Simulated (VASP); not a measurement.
CuI (Marshite): single point with r2SCAN

The system is CuI (Marshite), a slab with vacuum.

```
CELL_PARAMETERS angstrom
4.28719 0.00000 0.00000
2.14359 3.71281 0.00000
0.00000 0.00000 16.37559
ATOMIC_POSITIONS crystal
Cu 0.33333 0.33333 0.41984
Cu 0.66667 0.66667 0.63360
I 0.00000 0.00000 0.36640
I 0.33333 0.33333 0.58016
```

```
Program             : VASP 6.6.1
Task                : single point
Functional          : r2SCAN
Potentials or basis : VASP PAW PBE potentials, release 64 (Cu, I)
Cutoff              : 520 eV
k mesh              : 6 × 6 × 1
Occupations         : fermi-dirac, width 0.1 eV
Spin                : no spin polarisation
```

```yaml
Largest_force: 0.937 eV/Å
Band_gap_on_the_k_mesh: 0.79 eV, direct
```

Forces on the atoms (eV/Å):
```
Cu   0.000  0.000 -0.400
Cu   0.000  0.000 -0.868
I    0.000  0.000  0.330
I    0.000  0.000  0.937
```

Levels at points of the mesh, in eV from the valence-band top:
| k point | band 15 | band 16 | band 17 | band 18 | band 19 | band 20 | band 21 | band 22 |
| --- | --- | --- | --- | --- | --- | --- | --- | --- |
| (0.00, 0.00, 0.00) | -1.16 | -1.02 | 0.00 | 0.00 | 0.79 | 2.33 | 2.95 | 4.03 |
| (0.50, 0.00, 0.00) | -1.61 | -1.55 | -1.04 | -0.91 | 1.41 | 2.67 | 3.52 | 4.41 |

Run time: 5.4 min on 1 thread of Intel(R) Xeon(R) Platinum 8259CL CPU @ 2.50GHz (Skylake/Cascade Lake) (shared host), peak memory 0.42 GiB.

Caveat: the PAW data sets were made with another functional, which shifts forces and pressure a little; spin-orbit coupling is left out, which moves the levels of the heavy elements.
